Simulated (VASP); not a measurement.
# TaSbSe (P4/mmm) in VASP: notebook, part 2 of 2

VASP 6.6.1.

**3. Relaxation of cell and atoms, PBE**

This run uses another cell than the first one, of 24.68 Å³/atom, 0.995 times its volume.

Contents of INCAR:

```
PREC = Accurate
ENCUT = 600
EDIFF = 1E-6
ISMEAR = 0
SIGMA = 0.1
LREAL = False
LASPH = True
NELM = 100
ALGO = Normal
ISIF = 3
LWAVE = False
LCHARG = False
GGA = PE
IBRION = 2
NSW = 90
EDIFFG = -0.04
```

Contents of KPOINTS:

```
Automatic mesh
0
Gamma
  6 6 4
```

Contents of POSCAR:

```
TaSbSe
1.0
    3.6229136878      0.0000000000      0.0000000000
    0.0000000000      3.6229136878      0.0000000000
    0.0000000000      0.0000000000      5.6419463000
Ta Sb Se
1 1 1
Direct
    0.0000000000      0.0000000000      0.0000000000
    0.0000000000      0.0000000000      0.5000000000
    0.5000000000      0.5000000000      0.0000000000
```

Potentials or basis: VASP PAW PBE potentials, release 64 (Ta_pv, Sb, Se).

Command:

```bash
cat potpaw_PBE.64/Ta_pv/POTCAR potpaw_PBE.64/Sb/POTCAR potpaw_PBE.64/Se/POTCAR > POTCAR
mpirun -np 1 vasp_std > vasp.out
```

OUTCAR:

```text
PREC = Accurate
   ENCUT = 600
   EDIFF = 1E-6
   ISMEAR = 0
   LREAL = False
   LASPH = True
   NELM = 100
   ISIF = 3
   GGA = PE
   IBRION = 2
   NSW = 90
   EDIFFG = -0.04

 ion  position               nearest neighbor table
   1  0.000  0.000  0.000-   3 2.56   3 2.56   3 2.56   3 2.56   2 2.82   2 2.82
   2  0.000  0.000  0.500-   1 2.82   1 2.82
   3  0.500  0.500  0.000-   1 2.56   1 2.56   1 2.56   1 2.56

  LATTYP: Found a simple tetragonal cell.
 ALAT       =     3.6229136878
 C/A-ratio  =     1.5572952563

  Lattice vectors:

 A1 = (   3.6229136878,   0.0000000000,   0.0000000000)
 A2 = (   0.0000000000,   3.6229136878,   0.0000000000)
 A3 = (   0.0000000000,   0.0000000000,   5.6419463000)

Analysis of symmetry for initial positions (statically):
=====================================================================
 Subroutine PRICEL returns:
 Original cell was already a primitive cell.

 Routine SETGRP: Setting up the symmetry group for a
 simple tetragonal supercell.

 Subroutine GETGRP returns: Found 16 space group operations
 (whereof 16 operations were pure point group operations)
 out of a pool of 16 trial point group operations.

The static configuration has the point symmetry D_4h.

Analysis of symmetry for dynamics (positions and initial velocities):
=====================================================================
 Subroutine PRICEL returns:
 Original cell was already a primitive cell.

 Routine SETGRP: Setting up the symmetry group for a
 simple tetragonal supercell.

 Subroutine GETGRP returns: Found 16 space group operations
 (whereof 16 operations were pure point group operations)
 out of a pool of 16 trial point group operations.

The dynamic configuration has the point symmetry D_4h.

 Subroutine INISYM returns: Found 16 space group operations
 (whereof 16 operations are pure point group operations),
 and found     1 'primitive' translations

----------------------------------------------------------------------------------------

                                     Primitive cell

  volume of cell :      74.0534

  direct lattice vectors                    reciprocal lattice vectors
     3.622913688  0.000000000  0.000000000     0.276020929  0.000000000  0.000000000
     0.000000000  3.622913688  0.000000000     0.000000000  0.276020929  0.000000000
     0.000000000  0.000000000  5.641946300     0.000000000  0.000000000  0.177243800

  length of vectors
     3.622913688  3.622913688  5.641946300     0.276020929  0.276020929  0.177243800

  position of ions in fractional coordinates (direct lattice)
     0.000000000  0.000000000  0.000000000
     0.000000000  0.000000000  0.500000000
     0.500000000  0.500000000  0.000000000

  ion indices of the primitive-cell ions
   primitive index   ion index
                 1           1
                 2           2
                 3           3

----------------------------------------------------------------------------------------

 KPOINTS: Automatic mesh

Automatic generation of k-mesh.
 Grid dimensions read from file:
 generate k-points for:    6    6    4

 Generating k-lattice:

[... 49 lines left out ...]
   NGX,Y,Z   is equivalent  to a cutoff of  13.77, 13.77, 14.14 a.u.
   NGXF,Y,Z  is equivalent  to a cutoff of  27.53, 27.53, 28.29 a.u.
 SYSTEM =  unknown system
   PREC   = accura    normal or accurate (medium, high low for compatibility)
   ISTART =      0    job   : 0-new  1-cont  2-samecut
   ICHARG =      2    charge: 1-file 2-atom 10-const
   ISPIN  =      1    spin polarized calculation?
   LNONCOLLINEAR =      F non collinear calculations
   LSORBIT =      F    spin-orbit coupling
   LASPH  =      T    aspherical Exc in radial PAW
   ENCUT  =  600.0 eV  44.10 Ry    6.64 a.u.   7.24  7.24 11.27*2*pi/ulx,y,z
   NELM   =    100;   NELMIN=  2; NELMDL= -5     # of ELM steps
   EDIFF  = 0.1E-05   stopping-criterion for ELM
   LREAL  =      F    real-space projection
   EDIFFG = -.4E-01   stopping-criterion for IOM
   NSW    =     90    number of steps for IOM
   IBRION =      2    ionic relax: 0-MD 1-quasi-New 2-CG
   NFREE  =      1    steps in history (QN), initial steepest desc. (CG)
   ISIF   =      3    stress and relaxation
   ISYM   =      2    0-nonsym 1-usesym 2-fastsym
   POTIM  = 0.5000    time-step for ionic-motion
   TEBEG  =    0.0;   TEEND  =   0.0 temperature during run
   PSTRESS=    0.0 pullay stress
   NELECT =      22.0000    total number of electrons
   NUPDOWN=      -1.0000    fix difference up-down
   EMIN   =  10.00;   EMAX   =-10.00  energy-range for DOS
   EFERMI =   0.00;   METHOD = LEGACY
   ISMEAR =     0;   SIGMA  =   0.10  broadening in eV -4-tet -1-fermi 0-gaus
   EFERMI_NEDOS =   21; number of points for ismear=-14 and -15
   IALGO  =     38    algorithm
   IMIX   =      4    mixing-type and parameters
     AMIX     =   0.40;   BMIX     =  1.00
     AMIX_MAG =   1.60;   BMIX_MAG =  1.00
  volume/ion in A,a.u.               =      24.68       166.58
  Fermi-wavevector in a.u.,A,eV,Ry     =   1.092364  2.064269 16.235279  1.193259
  Thomas-Fermi vector in A             =   2.228628
   LORBIT       =      0    0 simple, 1 ext, 2 COOP (PROOUT), +10 PAW based schemes
   GGA     = PE    functional components
   LHFCALC =     F    Hartree Fock is set to
   AEXX    =    0.0000 exact exchange contribution
   IVDW    =     0    specifies the selected vdW correction
   LEPSILON=     F    determine dielectric tensor
   LRPA    =     F    only Hartree local field effects (RPA)
 conjugate gradient relaxation of ions
 non-spin polarized calculation
 Gauss-broadening in eV      SIGMA  =   0.10
  energy-cutoff  :      600.00
  volume of cell :       74.05
 maximum number of plane-waves:      2492
 NGX is ok and might be reduce to    30
   NGX = 15   NGY = 15   NGZ = 23

--------------------------------------- Ionic step        1  -------------------------------------------

 number of electron      22.0000000 magnetization

 Free energy of the ion-electron system (eV)
  ---------------------------------------------------
  ext. energy  EPLUGINS =         0.00000000
  ---------------------------------------------------
  free energy    TOTEN  =       -19.06881350 eV

  energy without entropy =      -19.04980034  energy(sigma->0) =      -19.05930692

------------------------ aborting loop because EDIFF is reached ----------------------------------------

  FORCE on cell =-STRESS in cart. coord.  units (eV):
  Direction    XX          YY          ZZ          XY          YZ          ZX
  --------------------------------------------------------------------------------------
  -------------------------------------------------------------------------------------
  Total        0.4633768      0.4633768     -0.3579987      0.0000000      0.0000000      0.0000000
  in kB       10.0253593     10.0253593     -7.7454575      0.0000000      0.0000000      0.0000000
  external PRESSURE =       4.1017537 kB  Pullay stress =       0.0000000 kB
[... 135 lines left out ...]
--------------------------------------- Ionic step        5  -------------------------------------------

 number of electron      22.0000003 magnetization

 Free energy of the ion-electron system (eV)
  ---------------------------------------------------
  ext. energy  EPLUGINS =         0.00000000
  ---------------------------------------------------
  free energy    TOTEN  =       -19.07270026 eV

  energy without entropy =      -19.05594914  energy(sigma->0) =      -19.06432470

 E-fermi :   5.6792     XC(G=0): -10.1885

 val. band max:        5.6680839262   @ k =   0.3333   0.0000   0.0000
 cond. band min:       5.6964400323   @ k =   0.5000   0.0000   0.5000
 fundamental gap:      0.0283561062
 Fermi energy:         5.6791905663

 k-point     1 :       0.0000    0.0000    0.0000
  band No.  band energies     occupation
      1     -29.7847      2.00000
      2     -29.7847      2.00000
      3     -29.5400      2.00000
      4      -9.4199      2.00000
      5      -4.0948      2.00000
      6       0.8308      2.00000
      7       2.9267      2.00000
      8       2.9267      2.00000
      9       2.9327      2.00000
     10       5.3337      2.00000
     11       5.9805      0.00002
     12       5.9805      0.00002
     13       6.2968      0.00000
     14       6.9199      0.00000
[... 401 lines left out ...]
      2     -29.7698      2.00000
      3     -29.5303      2.00000
      4      -8.1589      2.00000
      5      -2.8779      2.00000
      6      -1.9775      2.00000
      7       0.2822      2.00000
      8       0.4180      2.00000
      9       2.3100      2.00000
     10       4.9690      2.00000
     11       5.6964      0.80727
     12       6.9078      0.00000
     13       7.9049      0.00000
     14       9.1836      0.00000
     15       9.8833      0.00000

 [... further k-points ...]
[... 5 lines left out ...]
  --------------------------------------------------------------------------------------
  -------------------------------------------------------------------------------------
  Total       -0.0131034     -0.0131034      0.0090840      0.0000000      0.0000000      0.0000000
  in kB       -0.2825049     -0.2825049      0.1958489      0.0000000      0.0000000      0.0000000
  external PRESSURE =      -0.1230537 kB  Pullay stress =       0.0000000 kB
[... 18 lines left out ...]
  FREE ENERGIE OF THE ION-ELECTRON SYSTEM (eV)
  ---------------------------------------------------
  free  energy   TOTEN  =       -19.0727002648 eV

  energy  without entropy=      -19.0559491423  energy(sigma->0) =      -19.06432470

 reached required accuracy - stopping structural energy minimisation
```

OSZICAR:

```text
N       E                     dE             d eps       ncg     rms          rms(c)
DAV:   1     0.155079271387E+03    0.15508E+03   -0.11456E+04   900   0.145E+03
DAV:   2    -0.129030184282E+02   -0.16798E+03   -0.16596E+03  1173   0.310E+02
DAV:   3    -0.200188143566E+02   -0.71158E+01   -0.70071E+01  1194   0.601E+01
[... 41 lines left out ...]
DAV:   2    -0.190733139302E+02    0.10828E-02   -0.11221E-02  1054   0.542E-01    0.117E-01
DAV:   3    -0.190727820089E+02    0.53192E-03   -0.27938E-03  1033   0.210E-01    0.496E-02
DAV:   4    -0.190727028722E+02    0.79137E-04   -0.20196E-04  1103   0.112E-01    0.188E-02
DAV:   5    -0.190727006278E+02    0.22444E-05   -0.12468E-05  1104   0.268E-02    0.116E-02
DAV:   6    -0.190727002648E+02    0.36300E-06   -0.15343E-06   576   0.738E-03
   5 F= -.19072700E+02 E0= -.19064325E+02  d E =-.421507E-03
```

CONTCAR:

```text
TaSbSe
   1.00000000000000
     3.6427233342729206    0.0000000000000000   -0.0000000000000000
     0.0000000000000000    3.6427233342729206    0.0000000000000000
    -0.0000000000000000    0.0000000000000000    5.6003664946192755
  Ta              Sb              Se
     1     1     1
Direct
     0.0000000000000000    0.0000000000000000    1.0000000000000000
     0.0000000000000000    0.0000000000000000    0.5000000000000000
     0.5000000000000000    0.5000000000000000    0.0000000000000000

  0.00000000E+00  0.00000000E+00  0.00000000E+00
  0.00000000E+00  0.00000000E+00  0.00000000E+00
  0.00000000E+00  0.00000000E+00  0.00000000E+00
```

Wall time 63 s (1 thread of AMD EPYC 9R45 (Zen 5), shared host); peak memory 0.2 GiB.

Results:

```yaml
Free_energy: -19.0727 eV
Relaxed_volume: 24.77 Å³/atom
Relaxed_cell: a = 3.643 Å, b = 3.643 Å, c = 5.600 Å, α = 90.00°, β = 90.00°, γ = 90.00°
Space_group_after_relaxing_to_0.05_Å: P4/mmm (No. 123)
Energy_gained_by_relaxing: 1.3 meV/atom
Ionic_steps: 5
Pressure_after_relaxing: 0.0 GPa
Band_gap_on_the_k_mesh: zero (band 11 reaches 6.33 eV, above the bottom of band 12 at 4.38 eV)
```

Step by step:
```
step  energy change (eV)  largest force (eV/Å)  pressure (GPa)  volume (Å³)
   1              0.0000                0.0000            0.41        74.05
   2             -0.0031                0.0000           -0.54        74.73
   3             -0.0035                0.0000           -0.33        74.57
   4             -0.0037                0.0000            0.20        74.14
   5             -0.0039                0.0000           -0.01        74.31
```

Final structure:
```xyz
3
Lattice="3.6427 0.0000 0.0000 0.0000 3.6427 0.0000 0.0000 0.0000 5.6004" Properties=species:S:1:pos:R:3 pbc="T T T"
Ta    0.0000    0.0000    5.6004
Sb    0.0000    0.0000    2.8002
Se    1.8214    1.8214    0.0000
```

Caveat: spin-orbit coupling is left out, which moves the levels of the heavy elements.
